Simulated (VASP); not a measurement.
# ZnS (buck sheet) in VASP: single point with PBE

Aim: the single point of ZnS (buck sheet) with PBE.

Program: VASP 6.6.1. These are calculated values, not measurements. Logs are shortened: lines on timing, memory, paths and dates and some standing lists are left out, and cuts for length are marked.

## 1. The cell of the first run

The cell holds a wire with vacuum, 12 atoms: a = 14.500 Å, b = 15.100 Å, c = 3.886 Å, α = 90.00°, β = 90.00°, γ = 90.00°.

## 2. Single point, PBE

The input, INCAR:

```
PREC = Accurate
ENCUT = 520
EDIFF = 1E-6
ISMEAR = 0
SIGMA = 0.05
LREAL = False
LASPH = True
NELM = 100
ALGO = Normal
ISIF = 2
LWAVE = False
LCHARG = False
GGA = PE
NBANDS = 66
```

The input, KPOINTS:

```
regular mesh
0
Gamma
  1 1 12
```

The input, POSCAR:

```
ZnS
1.0
   14.5000000000      0.0000000000      0.0000000000
    0.0000000000     15.1000000000      0.0000000000
    0.0000000000      0.0000000000      3.8860863866
Zn S
6 6
Direct
    0.7082726671      0.5727929302      0.5000000000
    0.5384872333      0.7095988889      1.0000000000
    0.3302145662      0.6368059587      0.5000000000
    0.2917273329      0.4272070698      1.0000000000
    0.4615127667      0.2904011111      0.5000000000
    0.6697854338      0.3631940413      1.0000000000
    0.6697854338      0.6368059587      1.0000000000
    0.4615127667      0.7095988889      0.5000000000
    0.2917273329      0.5727929302      1.0000000000
    0.3302145662      0.3631940413      0.5000000000
    0.5384872333      0.2904011111      1.0000000000
    0.7082726671      0.4272070698      0.5000000000
```

Potentials or basis: VASP PAW PBE potentials, release 64 (Zn, S).

Run with:

```sh
$ cat potpaw_PBE.64/Zn/POTCAR potpaw_PBE.64/S/POTCAR > POTCAR
$ mpirun -np 1 vasp_std > vasp.out
```

OUTCAR:

```text
PREC = Accurate
   ENCUT = 520
   EDIFF = 1E-6
   ISMEAR = 0
   LREAL = False
   LASPH = True
   NELM = 100
   ISIF = 2
   GGA = PE

 ion  position               nearest neighbor table
   1  0.708  0.573  0.500-  12 2.20   7 2.24   7 2.24
   2  0.538  0.710  0.000-   7 2.20   8 2.24   8 2.24
   3  0.330  0.637  0.500-   8 2.20   9 2.24   9 2.24
   4  0.292  0.427  0.000-   9 2.20  10 2.24  10 2.24
   5  0.462  0.290  0.500-  10 2.20  11 2.24  11 2.24
   6  0.670  0.363  0.000-  11 2.20  12 2.24  12 2.24
   7  0.670  0.637  0.000-   2 2.20   1 2.24   1 2.24
   8  0.462  0.710  0.500-   3 2.20   2 2.24   2 2.24
   9  0.292  0.573  0.000-   4 2.20   3 2.24   3 2.24
  10  0.330  0.363  0.500-   5 2.20   4 2.24   4 2.24
  11  0.538  0.290  0.000-   6 2.20   5 2.24   5 2.24
  12  0.708  0.427  0.500-   1 2.20   6 2.24   6 2.24

  LATTYP: Found a simple orthorhombic cell.
 ALAT       =     3.8860863866
 B/A-ratio  =     3.7312603369
 C/A-ratio  =     3.8856573163

  Lattice vectors:

 A1 = (   0.0000000000,   0.0000000000,   3.8860863866)
 A2 = (  14.5000000000,   0.0000000000,   0.0000000000)
 A3 = (   0.0000000000,  15.1000000000,   0.0000000000)

Analysis of symmetry for initial positions (statically):
=====================================================================
 Subroutine PRICEL returns:
 Original cell was already a primitive cell.

 Routine SETGRP: Setting up the symmetry group for a
 simple orthorhombic supercell.

 Subroutine GETGRP returns: Found  4 space group operations
 (whereof  2 operations were pure point group operations)
 out of a pool of  8 trial point group operations.

The static configuration has the point symmetry C_1h.
 The point group associated with its full space group is C_2h.

Analysis of symmetry for dynamics (positions and initial velocities):
=====================================================================
 Subroutine PRICEL returns:
 Original cell was already a primitive cell.

 Routine SETGRP: Setting up the symmetry group for a
 simple orthorhombic supercell.

 Subroutine GETGRP returns: Found  4 space group operations
 (whereof  2 operations were pure point group operations)
 out of a pool of  8 trial point group operations.

The dynamic configuration has the point symmetry C_1h.
 The point group associated with its full space group is C_2h.

 Subroutine INISYM returns: Found  4 space group operations
 (whereof  2 operations are pure point group operations),
 and found     1 'primitive' translations

----------------------------------------------------------------------------------------

                                     Primitive cell

  volume of cell :     850.8586

  direct lattice vectors                    reciprocal lattice vectors
    14.500000000  0.000000000  0.000000000     0.068965517  0.000000000  0.000000000
     0.000000000 15.100000000  0.000000000     0.000000000  0.066225166  0.000000000
     0.000000000  0.000000000  3.886086387     0.000000000  0.000000000  0.257328299

  length of vectors
    14.500000000 15.100000000  3.886086387     0.068965517  0.066225166  0.257328299

  position of ions in fractional coordinates (direct lattice)
     0.708272667  0.572792930  0.500000000
     0.538487233  0.709598889  0.000000000
     0.330214566  0.636805959  0.500000000
     0.291727333  0.427207070  0.000000000
     0.461512767  0.290401111  0.500000000
     0.669785434  0.363194041  0.000000000
     0.669785434  0.636805959  0.000000000
     0.461512767  0.709598889  0.500000000
     0.291727333  0.572792930  0.000000000
     0.330214566  0.363194041  0.500000000
     0.538487233  0.290401111  0.000000000
     0.708272667  0.427207070  0.500000000

  ion indices of the primitive-cell ions
   primitive index   ion index
                 1           1
                 2           2
                 3           3
                 4           4
                 5           5
                 6           6
                 7           7
                 8           8
                 9           9
                10          10
                11          11
                12          12

----------------------------------------------------------------------------------------

 KPOINTS: regular mesh

Automatic generation of k-mesh.
 Grid dimensions read from file:
 generate k-points for:    1    1   12

 Generating k-lattice:

  Cartesian coordinates                     Fractional coordinates (reciprocal lattice)
     0.068965517  0.000000000  0.000000000     1.000000000  0.000000000  0.000000000
     0.000000000  0.066225166  0.000000000     0.000000000  1.000000000  0.000000000
     0.000000000  0.000000000  0.021444025     0.000000000  0.000000000  0.083333333

  Length of vectors
     0.068965517  0.066225166  0.021444025

  Shift w.r.t. Gamma in fractional coordinates (k-lattice)
     0.000000000  0.000000000  0.000000000

 Subroutine IBZKPT returns following result:
 ===========================================

 Found      7 irreducible k-points:

 Following reciprocal coordinates:
            Coordinates               Weight
  0.000000  0.000000  0.000000      1.000000
  0.000000  0.000000  0.083333      2.000000
  0.000000  0.000000  0.166667      2.000000
  0.000000  0.000000  0.250000      2.000000
  0.000000  0.000000  0.333333      2.000000
  0.000000  0.000000  0.416667      2.000000
  0.000000  0.000000  0.500000      1.000000
   k-points           NKPTS =      7   k-points in BZ     NKDIM =      7   number of bands    NBANDS=     66
   number of dos      NEDOS =    301   number of ions     NIONS =     12
   total plane-waves  NPLWV = 362880
   dimension x,y,z NGX =   108 NGY =  112 NGZ =   30
   dimension x,y,z NGXF=   216 NGYF=  224 NGZF=   60
   ions per type =               6   6
   NGX,Y,Z   is equivalent  to a cutoff of  12.38, 12.33, 12.83 a.u.
   NGXF,Y,Z  is equivalent  to a cutoff of  24.76, 24.66, 25.67 a.u.
 SYSTEM =  unknown system
   PREC   = accura    normal or accurate (medium, high low for compatibility)
   ISTART =      0    job   : 0-new  1-cont  2-samecut
   ICHARG =      2    charge: 1-file 2-atom 10-const
   ISPIN  =      1    spin polarized calculation?
   LNONCOLLINEAR =      F non collinear calculations
   LSORBIT =      F    spin-orbit coupling
   LASPH  =      T    aspherical Exc in radial PAW
   ENCUT  =  520.0 eV  38.22 Ry    6.18 a.u.  26.96 28.08  7.23*2*pi/ulx,y,z
   NELM   =    100;   NELMIN=  2; NELMDL= -5     # of ELM steps
   EDIFF  = 0.1E-05   stopping-criterion for ELM
   LREAL  =      F    real-space projection
   EDIFFG = 0.1E-04   stopping-criterion for IOM
   NSW    =      0    number of steps for IOM
   IBRION =     -1    ionic relax: 0-MD 1-quasi-New 2-CG
   NFREE  =      0    steps in history (QN), initial steepest desc. (CG)
   ISIF   =      2    stress and relaxation
   ISYM   =      2    0-nonsym 1-usesym 2-fastsym
   POTIM  = 0.5000    time-step for ionic-motion
   TEBEG  =    0.0;   TEEND  =   0.0 temperature during run
   PSTRESS=    0.0 pullay stress
   NELECT =     108.0000    total number of electrons
   NUPDOWN=      -1.0000    fix difference up-down
   EMIN   =  10.00;   EMAX   =-10.00  energy-range for DOS
   EFERMI =   0.00;   METHOD = LEGACY
   ISMEAR =     0;   SIGMA  =   0.05  broadening in eV -4-tet -1-fermi 0-gaus
   EFERMI_NEDOS =   21; number of points for ismear=-14 and -15
   IALGO  =     38    algorithm
   IMIX   =      4    mixing-type and parameters
     AMIX     =   0.40;   BMIX     =  1.00
     AMIX_MAG =   1.60;   BMIX_MAG =  1.00
  volume/ion in A,a.u.               =      70.90       478.49
  Fermi-wavevector in a.u.,A,eV,Ry     =   0.822742  1.554757  9.209841  0.676904
  Thomas-Fermi vector in A             =   1.934130
   LORBIT       =      0    0 simple, 1 ext, 2 COOP (PROOUT), +10 PAW based schemes
   GGA     = PE    functional components
   LHFCALC =     F    Hartree Fock is set to
   AEXX    =    0.0000 exact exchange contribution
   IVDW    =     0    specifies the selected vdW correction
   LEPSILON=     F    determine dielectric tensor
   LRPA    =     F    only Hartree local field effects (RPA)
 non-spin polarized calculation
 Gauss-broadening in eV      SIGMA  =   0.05
  energy-cutoff  :      520.00
  volume of cell :      850.86
 maximum number of plane-waves:     22962
 NGX is ok and might be reduce to   108
   NGX = 53   NGY = 57   NGZ = 15

 number of electron     107.9999960 magnetization

 Free energy of the ion-electron system (eV)
  ---------------------------------------------------
  ext. energy  EPLUGINS =         0.00000000
  ---------------------------------------------------
  free energy    TOTEN  =       -37.20964161 eV

  energy without entropy =      -37.20964161  energy(sigma->0) =      -37.20964161

 E-fermi :  -3.3739     XC(G=0):  -3.6512

 val. band max:       -3.6373147166   @ k =   0.0000   0.0000   0.2500
 cond. band min:      -1.4446184941   @ k =   0.0000   0.0000   0.0000
 fundamental gap:      2.1926962224
 Fermi energy:        -3.3739024709

 k-point     1 :       0.0000    0.0000    0.0000
  band No.  band energies     occupation
      1     -15.9792      2.00000
      2     -15.7929      2.00000
      3     -15.7909      2.00000
      4     -15.3874      2.00000
      5     -15.3855      2.00000
      6     -15.1626      2.00000
[... 58 lines left out ...]
     65       1.6271      0.00000
     66       1.6427      0.00000

 k-point     2 :       0.0000    0.0000    0.0833
  band No.  band energies     occupation
      1     -15.9472      2.00000
      2     -15.7650      2.00000
      3     -15.7631      2.00000
      4     -15.3704      2.00000
      5     -15.3686      2.00000
      6     -15.1529      2.00000
[... 334 lines left out ...]
     65       2.3248      0.00000
     66       2.6296      0.00000

 k-point     7 :       0.0000    0.0000    0.5000
  band No.  band energies     occupation
      1     -15.2379      2.00000
      2     -15.2379      2.00000
      3     -15.2278      2.00000
      4     -15.2278      2.00000
      5     -15.2258      2.00000
      6     -15.2258      2.00000
[... 58 lines left out ...]
     65       2.4233      0.00000
     66       2.4233      0.00000

------------------------ aborting loop because EDIFF is reached ----------------------------------------

  FORCE on cell =-STRESS in cart. coord.  units (eV):
  Direction    XX          YY          ZZ          XY          YZ          ZX
  --------------------------------------------------------------------------------------
  -------------------------------------------------------------------------------------
  Total        4.9147923      4.9222420      3.1706724      0.0018388      0.0000000      0.0000000
  in kB        9.2546149      9.2686428      5.9704156      0.0034625      0.0000000      0.0000000
  external PRESSURE =       8.1645578 kB  Pullay stress =       0.0000000 kB

 VOLUME and BASIS-vectors are now :
 -----------------------------------------------------------------------------
  energy-cutoff  :      520.00
  volume of cell :      850.86
      direct lattice vectors                 reciprocal lattice vectors
    14.500000000  0.000000000  0.000000000     0.068965517  0.000000000  0.000000000
     0.000000000 15.100000000  0.000000000     0.000000000  0.066225166  0.000000000
     0.000000000  0.000000000  3.886086387     0.000000000  0.000000000  0.257328299

 POSITION                                       TOTAL-FORCE (eV/Angst)
 -----------------------------------------------------------------------------------
     10.26995      8.64917      1.94304        -0.619370      0.201501      0.000000
      7.80806     10.71494      0.00000        -0.483756     -0.436565      0.000000
      4.78811      9.61577      1.94304         0.136984     -0.636088      0.000000
      4.23005      6.45083      0.00000         0.619370     -0.201501      0.000000
      6.69194      4.38506      1.94304         0.483756      0.436565      0.000000
      9.71189      5.48423      0.00000        -0.136984      0.636088      0.000000
      9.71189      9.61577      0.00000         1.045886      0.354900      0.000000
      6.69194     10.71494      1.94304         0.213544      1.084946      0.000000
      4.23005      8.64917      0.00000        -0.832706      0.730459      0.000000
      4.78811      5.48423      1.94304        -1.045886     -0.354900      0.000000
      7.80806      4.38506      0.00000        -0.213544     -1.084946      0.000000
     10.26995      6.45083      1.94304         0.832706     -0.730459      0.000000
 -----------------------------------------------------------------------------------
    total drift:                               -0.000000     -0.000000     -0.000000

  FREE ENERGIE OF THE ION-ELECTRON SYSTEM (eV)
  ---------------------------------------------------
  free  energy   TOTEN  =       -37.2096416089 eV

  energy  without entropy=      -37.2096416089  energy(sigma->0) =      -37.20964161
```

Wall time 7.6 min (1 thread of AMD EPYC 9R45 (Zen 5), shared host); peak memory 0.84 GiB.

What came out:

| Item | Value |
| --- | --- |
| Free energy | -37.2096 eV |
| Largest force | 1.108 eV/Å |
| Band gap on the k mesh | 2.19 eV, indirect (least direct gap 2.26 eV) |

Forces on the atoms (eV/Å):
```
Zn  -0.619  0.202  0.000
Zn  -0.484 -0.437  0.000
Zn   0.137 -0.636  0.000
Zn   0.619 -0.202  0.000
Zn   0.484  0.437  0.000
Zn  -0.137  0.636  0.000
S    1.046  0.355  0.000
S    0.214  1.085  0.000
S   -0.833  0.730  0.000
S   -1.046 -0.355  0.000
S   -0.214 -1.085  0.000
S    0.833 -0.730  0.000
```
